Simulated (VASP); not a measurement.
Set up this calculation in VASP 6.6.1, as the native input.

```yaml
Task: single point
Functional: RPBE
Potentials_or_basis: VASP PAW PBE potentials, release 64 (Rh_pv)
Cutoff: 520 eV
k_mesh: 14 × 14 × 14
Occupations: fermi-dirac, width 0.05 eV
Spin: collinear spin, ferromagnetic start
Starting_moments: "[1.0] μB"
Dipole_correction: no
Further_INCAR_settings: ALGO = Normal; EDIFF = 1e-06; NBANDS = 18
```

The structure of Rh lies in POSCAR:

```
Rh
1.0
    0.0000000000      1.9270181635      1.9270181635
    1.9270181635      0.0000000000      1.9270181635
    1.9270181635      1.9270181635      0.0000000000
Rh
1
Direct
    0.0000000000      0.0000000000      0.0000000000
```

One way to write it, as run:

INCAR

```
SYSTEM = Rh
PREC = Accurate
ENCUT = 520
EDIFF = 1E-6
ISMEAR = -1
SIGMA = 0.05
LREAL = .FALSE.
LASPH = .TRUE.
NELM = 150
ALGO = Normal
ISIF = 2
LWAVE = .FALSE.
LCHARG = .FALSE.
ISPIN = 2
MAGMOM = 1
LORBIT = 11
LMAXMIX = 4
GGA = RP
NBANDS = 18
```

KPOINTS

```
regular mesh
0
G
  14 14 14
  0 0 0
```

Potentials or basis: VASP PAW PBE potentials, release 64 (Rh_pv).

Launch:

```sh
$ cat potpaw_PBE.64/Rh_pv/POTCAR > POTCAR
$ mpirun -np 1 vasp_std > vasp.out
```

It gave:

The pressure is 0.1 GPa and the net moment is 0.00 μB per cell. The valence electrons inside the program's atomic spheres are Rh 13.73.

Caveat: the PAW data sets were made with another functional, which shifts forces and pressure a little.

Wall time 17 s on 1 thread of Intel(R) Xeon(R) 6975P-C (Granite Rapids), on a shared host, peak memory 0.15 GiB.
